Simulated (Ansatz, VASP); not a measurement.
Al: VASP beside Ansatz

Contents of INCAR:

```
PREC = Accurate
ENCUT = 520
EDIFF = 1E-6
ISMEAR = 0
SIGMA = 0.15
LREAL = F
LASPH = T
NELM = 80
ALGO = Fast
ISIF = 2
LWAVE = F
LCHARG = F
GGA = PE
NBANDS = 10
```

The input KPOINTS:

```
regular mesh
0
Gamma
  20 20 12
```

File POSCAR:

```
Al
1.0
   -1.6175102401      1.6175102401      1.6175102401
    1.6175102401     -1.6175102401      1.6175102401
    3.2350204801      3.2350204801      0.0000000000
Al
2
Direct
    0.0781637664     -0.0781637664      0.0000000000
    0.4218362336      0.5781637664      0.5000000000
```

Input for Ansatz:

```yaml
crystal:
  lattice:
    - [-1.6175102401, 1.6175102401, 1.6175102401]
    - [1.6175102401, -1.6175102401, 1.6175102401]
    - [3.2350204801, 3.2350204801, 0.0]
  atoms:
    - { symbol: Al, position: [0.0781637664, -0.0781637664, 0.0] }
    - { symbol: Al, position: [0.4218362336, 0.5781637664, 0.5] }
basis:
  ecutwfc: 420
kpoints:
  mp_grid: { grid: [20, 20, 12] }
hamiltonian:
  xc: pbe
scf:
  occupations: { method: gaussian, width: 0.15 }
output:
  forces: true
  stress: true
  eigenvalues: true
  write_density: true
  write_potential: true
  elf: true
  volumetric_format: npy
```

Change from the starting cell: mode 1 frozen in at -0.358 Å, equal normal strain along x and y +0.0000.

Alike in both runs: task single point; functional PBE; k mesh 20 × 20 × 12; occupations gaussian, width 0.15 eV; no spin polarisation.

```csv
,VASP,Ansatz
version,VASP 6.6.1,Ansatz 0.2.0
potentials or method,"VASP PAW PBE potentials, release 64 (Al), cutoff 520 eV","scalar-relativistic, plane waves, PAW"
valence electrons in the cell,6,6
```

Ansatz gave:

| Item | Value |
| --- | --- |
| gap on the k mesh at the Fermi level (eV) | none |
| pressure (GPa) | 0.5 |
| traceless stress, the component that is largest in VASP (GPa) | -2.70 |
| rms of the force components (eV/Å) | 0.051 |

Problem. Which values does VASP return?

Solution. gap on the k mesh at the Fermi level (eV): none; pressure (GPa): 0.5; traceless stress, the component that is largest in VASP (GPa): -2.68; rms of the force components (eV/Å): 0.051.

Atom by atom the forces differ by 0.000 eV/Å (rms over components). A gap of «none» marks a metal or a gap that the smearing closes.
